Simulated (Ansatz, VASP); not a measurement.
# One calculation of CaO, two programs

POSCAR

```
CaO
1.0
    0.0000000000      2.4154225699      2.4154225699
    2.4154225699      0.0000000000      2.4154225699
    2.4154225699      2.4154225699      0.0000000000
Ca O
1 1
Direct
    0.5000000000      0.5000000000      0.5000000000
    0.0000000000      0.0000000000      0.0000000000
```

File INCAR.step1:

```
SYSTEM = CaO
PREC     = Accurate       ! precision mode
ENCUT    = 520            ! plane-wave cutoff, eV
EDIFF    = 1E-5           ! SCF threshold, eV
ISMEAR   = 0              ! smearing method
SIGMA    = 0.05           ! smearing width, eV
LREAL    = .FALSE.        ! projectors in reciprocal space
LASPH    = .TRUE.         ! aspherical terms in the spheres
NELM     = 100            ! most SCF steps
ALGO     = Normal         ! electronic algorithm
ISIF     = 2              ! what is computed and relaxed
LWAVE    = .TRUE.         ! write WAVECAR
LCHARG   = .FALSE.        ! write CHGCAR
GGA      = PE             ! functional
NBANDS   = 15             ! bands
```

Contents of INCAR.step2:

```
SYSTEM = CaO
PREC     = Accurate       ! precision mode
ENCUT    = 520            ! plane-wave cutoff, eV
EDIFF    = 1E-7           ! SCF threshold, eV
ISMEAR   = 0              ! smearing method
SIGMA    = 0.05           ! smearing width, eV
LREAL    = .FALSE.        ! projectors in reciprocal space
LASPH    = .TRUE.         ! aspherical terms in the spheres
NELM     = 100            ! most SCF steps
ALGO     = Normal         ! electronic algorithm
ISIF     = 2              ! what is computed and relaxed
LWAVE    = .FALSE.        ! write WAVECAR
LCHARG   = .FALSE.        ! write CHGCAR
GGA      = PE             ! functional
LHFCALC  = .TRUE.         ! exact exchange
HFSCREEN = 0.2079         ! screening, 1/A
PRECFOCK = Normal       
ISTART   = 1            
NBANDS   = 15             ! bands
```

The input KPOINTS:

```
regular mesh
0
G
  6 6 6
  0 0 0
```

Input for Ansatz:

```yaml
crystal:
  lattice:
    - [0.0, 2.4154225699, 2.4154225699]
    - [2.4154225699, 0.0, 2.4154225699]
    - [2.4154225699, 2.4154225699, 0.0]
  atoms:
    - { symbol: Ca, position: [0.5, 0.5, 0.5] }
    - { symbol: O, position: [0.0, 0.0, 0.0] }
basis:
  ecutwfc: 420
  ecutrho_ratio: 4
kpoints:
  mp_grid: { grid: [6, 6, 6] }
hamiltonian:
  xc: hse06
scf:
  occupations: { method: gaussian, width: 0.05 }
output:
  forces: true
  stress: true
  eigenvalues: true
  populations: true
  write_density: true
  write_potential: true
  elf: true
  volumetric_format: npy
```

Alike in both runs: task single point; functional HSE06; k mesh 6 × 6 × 6; occupations gaussian, width 0.05 eV; no spin polarisation.

|  | VASP | Ansatz |
| --- | --- | --- |
| version | VASP 6.6.1 | Ansatz 0.2.0 |
| potentials or method | VASP PAW PBE potentials, release 64 (Ca_sv, O), cutoff 520 eV | scalar-relativistic, plane waves, PAW |
| valence electrons in the cell | 16 | 16 |

VASP gave:

```
gap on the k mesh at the Fermi level (eV) : 5.30
least direct gap on the mesh (eV)         : 5.72
pressure (GPa)                            : -1.6
```

Q: Which values does Ansatz return?

A: gap on the k mesh at the Fermi level (eV): 5.31; least direct gap on the mesh (eV): 5.74; pressure (GPa): -2.2.

Ansatz's warnings: stress exchange threshold loose, stress scf threshold loose.
